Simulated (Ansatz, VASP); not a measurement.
Two plane-wave programs on Re

```xyz
2
Lattice="2.7392 0.0000 0.0000 -1.3696 2.3722 0.0000 0.0000 0.0000 4.4119" Properties=species:S:1:pos:R:3 pbc="T T T"
Re    0.0000    1.5815    1.1030
Re    1.3696    0.7907    3.3089
```

Alike in both runs: task single point; functional LDA; k mesh 13 × 13 × 7; occupations gaussian, width 0.3 eV; no spin polarisation.

|  | VASP | Ansatz |
| --- | --- | --- |
| version | VASP 6.6.1 | Ansatz 0.2.0 |
| potentials or method | VASP PAW LDA potentials, release 64 (Re), cutoff 600 eV | plane waves (420 eV) with PAW, scalar-relativistic |
| valence electrons in the cell | 14 | 30 |

VASP gave:

```
pressure (GPa)                                                : 1.8
traceless stress, the component that is largest in VASP (GPa) : -0.15
```

Q: What did Ansatz give for the same quantities?

A: Pressure (GPa): 0.1; traceless stress, the component that is largest in VASP (GPa): -0.04.

Ansatz warns that its potentials were made for another functional, while VASP's fit it. LDA's correlation is that of Perdew and Zunger in VASP and of Perdew and Wang (1992) in Ansatz. VASP's potentials hold 14 valence electrons a cell and Ansatz's 30, so a difference there can come from the potentials and not from the codes.

Neither program's run includes spin-orbit coupling.
